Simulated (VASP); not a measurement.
# Tl (I4_1/amd) in VASP: further runs, part 2 of 2

VASP 6.6.1.

## 3. Single point, PBE (28.00 Å³/atom)

Contents of INCAR:

```
  PREC = Accurate
  ENCUT = 520
  EDIFF = 1E-7
  ISMEAR = -1
  SIGMA = 0.08
  LREAL = False
  LASPH = True
  NELM = 100
  ALGO = Normal
  ISIF = 2
  LWAVE = False
  LCHARG = False
  GGA = PE
  NBANDS = 20
```

Contents of KPOINTS:

```
Automatic mesh
0
Gamma
  13 13 13
```

Contents of POSCAR:

```
Tl
1.0
   -2.9708843891      2.9708843891      1.5862976837
    2.9708843891     -2.9708843891      1.5862976837
    2.9708843891      2.9708843891     -1.5862976837
Tl
2
Direct
   -0.3750000000     -0.1250000000     -0.2500000000
    0.3750000000      0.1250000000      0.2500000000
```

Potentials or basis: VASP PAW PBE potentials, release 64 (Tl_d).

Command:

```console
$ cat potpaw_PBE.64/Tl_d/POTCAR > POTCAR
$ mpirun -np 1 vasp_std > vasp.out
```

OUTCAR:

```text
PREC = Accurate
   ENCUT = 520
   EDIFF = 1E-7
   ISMEAR = -1
   LREAL = False
   LASPH = True
   NELM = 100
   ISIF = 2
   GGA = PE

 ion  position               nearest neighbor table
   1  0.625  0.875  0.750-   2 3.07   2 3.07   2 3.07   2 3.07   2 3.81   2 3.81   2 3.81   2 3.81

   2  0.375  0.125  0.250-   1 3.07   1 3.07   1 3.07   1 3.07   1 3.81   1 3.81   1 3.81   1 3.81

  LATTYP: Found a body centered tetragonal cell.
 ALAT       =     5.9417687782
 C/A-ratio  =     0.5339479683

  Lattice vectors:

 A1 = (  -2.9708843891,   2.9708843891,   1.5862976837)
 A2 = (   2.9708843891,  -2.9708843891,   1.5862976837)
 A3 = (   2.9708843891,   2.9708843891,  -1.5862976837)

Analysis of symmetry for initial positions (statically):
=====================================================================
 Subroutine PRICEL returns:
 Original cell was already a primitive cell.

 Routine SETGRP: Setting up the symmetry group for a
 body centered tetragonal supercell.

 Subroutine GETGRP returns: Found 16 space group operations
 (whereof  4 operations were pure point group operations)
 out of a pool of 16 trial point group operations.

The static configuration has the point symmetry C_2h.
 The point group associated with its full space group is D_4h.

Analysis of symmetry for dynamics (positions and initial velocities):
=====================================================================
 Subroutine PRICEL returns:
 Original cell was already a primitive cell.

 Routine SETGRP: Setting up the symmetry group for a
 body centered tetragonal supercell.

 Subroutine GETGRP returns: Found 16 space group operations
 (whereof  4 operations were pure point group operations)
 out of a pool of 16 trial point group operations.

The dynamic configuration has the point symmetry C_2h.
 The point group associated with its full space group is D_4h.
[... 112 lines left out ...]
   EMIN   =  10.00;   EMAX   =-10.00  energy-range for DOS
   EFERMI =   0.00;   METHOD = LEGACY
   ISMEAR =    -1;   SIGMA  =   0.08  broadening in eV -4-tet -1-fermi 0-gaus
   EFERMI_NEDOS =   21; number of points for ismear=-14 and -15
   IALGO  =     38    algorithm
   IMIX   =      4    mixing-type and parameters
     AMIX     =   0.40;   BMIX     =  1.00
     AMIX_MAG =   1.60;   BMIX_MAG =  1.00
  volume/ion in A,a.u.               =      28.00       188.97
  Fermi-wavevector in a.u.,A,eV,Ry     =   1.267634  2.395481 21.863147  1.606896
  Thomas-Fermi vector in A             =   2.400772
   LORBIT       =      0    0 simple, 1 ext, 2 COOP (PROOUT), +10 PAW based schemes
   GGA     = PE    functional components
   LHFCALC =     F    Hartree Fock is set to
   AEXX    =    0.0000 exact exchange contribution
   IVDW    =     0    specifies the selected vdW correction
   LEPSILON=     F    determine dielectric tensor
   LRPA    =     F    only Hartree local field effects (RPA)
 non-spin polarized calculation
  energy-cutoff  :      520.00
  volume of cell :       56.00
 maximum number of plane-waves:      1531
 NGX is ok and might be reduce to    36
   NGX = 17   NGY = 17   NGZ = 17

 number of electron      25.9999994 magnetization

 Free energy of the ion-electron system (eV)
  ---------------------------------------------------
  ext. energy  EPLUGINS =         0.00000000
  ---------------------------------------------------
  free energy    TOTEN  =        -4.10368925 eV

  energy without entropy =       -4.08349824  energy(sigma->0) =       -4.09359374

 E-fermi :   6.9041     XC(G=0): -10.2472

 val. band max:        6.8949928361   @ k =   0.3077   0.1538   0.0000
 cond. band min:       6.9054036717   @ k =   0.2308  -0.0000   0.0000
 fundamental gap:      0.0104108356
 Fermi energy:         6.9040795070

 k-point     1 :       0.0000    0.0000    0.0000
  band No.  band energies     occupation
      1      -5.5222      2.00000
      2      -5.3074      2.00000
      3      -5.2803      2.00000
      4      -5.2521      2.00000
      5      -4.5812      2.00000
      6      -4.5812      2.00000
[... 541 lines left out ...]
     19      16.6116      0.00000
     20      17.2573      0.00000

 [... further k-points ...]

------------------------ aborting loop because EDIFF is reached ----------------------------------------

  FORCE on cell =-STRESS in cart. coord.  units (eV):
  Direction    XX          YY          ZZ          XY          YZ          ZX
  --------------------------------------------------------------------------------------
  -------------------------------------------------------------------------------------
  Total        2.2278978      2.2278978      2.2141852      0.0000000     -0.0000000      0.0000000
  in kB       63.7367132     63.7367132     63.3444159      0.0000000     -0.0000000      0.0000000
  external PRESSURE =      63.6059474 kB  Pullay stress =       0.0000000 kB

 VOLUME and BASIS-vectors are now :
 -----------------------------------------------------------------------------
  energy-cutoff  :      520.00
  volume of cell :       56.00
      direct lattice vectors                 reciprocal lattice vectors
    -2.970884389  2.970884389  1.586297684     0.000000000  0.168300053  0.315199351
     2.970884389 -2.970884389  1.586297684     0.168300053  0.000000000  0.315199351
     2.970884389  2.970884389 -1.586297684     0.168300053  0.168300053  0.000000000

 POSITION                                       TOTAL-FORCE (eV/Angst)
 -----------------------------------------------------------------------------------
      2.97088      1.48544      1.18972        -0.000000      0.000000      0.000000
      0.00000      1.48544      0.39657         0.000000     -0.000000     -0.000000
 -----------------------------------------------------------------------------------
    total drift:                               -0.000000     -0.000000      0.000000

  FREE ENERGIE OF THE ION-ELECTRON SYSTEM (eV)
  ---------------------------------------------------
  free  energy   TOTEN  =        -4.1036892506 eV

  energy  without entropy=       -4.0834982390  energy(sigma->0) =       -4.09359374
```

Wall time 4.3 min (1 thread of Oxide Virtual Turin-like, shared host); peak memory 0.29 GiB.

Results:

```
Free energy            : -4.1037 eV
Pressure               : 6.4 GPa
Band gap on the k mesh : zero (bands 13 and 14 overlap by 5.92 eV)
```

Levels at points of the mesh, in eV from the Fermi level:
```tsv
k point	band 11	band 12	band 13	band 14	band 15	band 16
(0.00, 0.00, 0.00)	-10.46	-2.65	-0.39	-0.39	5.07	8.04
```

Caveat: the cell stands under pressure; spin-orbit coupling is left out, which moves the levels of the heavy elements.
